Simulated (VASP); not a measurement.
Set up this calculation in VASP 6.6.1, as the native input.

```yaml
Task: single point
Functional: LDA
Potentials_or_basis: VASP PAW LDA potentials, release 64 (K_sv, Ir)
Cutoff: 520 eV
k_mesh: 10 × 10 × 10
Occupations: fermi-dirac, width 0.05 eV
Spin: no spin polarisation
Dipole_correction: no
Further_INCAR_settings: ALGO = Normal; EDIFF = 1e-06; NBANDS = 16
```

The structure of KIr (CsCl type) lies in POSCAR:

```
KIr
1.0
    3.4457357822      0.0000000000      0.0000000000
    0.0000000000      3.4457357822      0.0000000000
    0.0000000000      0.0000000000      3.4457357822
K Ir
1 1
Direct
    0.0000000000      0.0000000000      0.0000000000
    0.5000000000      0.5000000000      0.5000000000
```

One way to write it, as run:

INCAR

```
SYSTEM = KIr
PREC = Accurate
ENCUT = 520
EDIFF = 1E-6
ISMEAR = -1
SIGMA = 0.05
LREAL = .FALSE.
LASPH = .TRUE.
NELM = 60
ALGO = Normal
ISIF = 2
LWAVE = .FALSE.
LCHARG = .FALSE.
NBANDS = 16
```

KPOINTS

```
regular mesh
0
G
  10 10 10
  0 0 0
```

Potentials or basis: VASP PAW LDA potentials, release 64 (K_sv, Ir).

The run is started by

```console
$ cat potpaw_LDA.64/K_sv/POTCAR potpaw_LDA.64/Ir/POTCAR > POTCAR
$ mpirun -np 1 vasp_std > vasp.out
```

Results of the run:

```json
{
 "Pressure": "0.5 GPa",
 "Band gap on the k mesh": "zero (bands 9 and 10 overlap by 1.32 eV)"
}
```

Caveat: spin-orbit coupling is left out, which moves the levels of the heavy elements.

Run time: 16 s on 1 thread of Intel Xeon 6975P-C, on a shared host, peak memory 0.17 GiB.
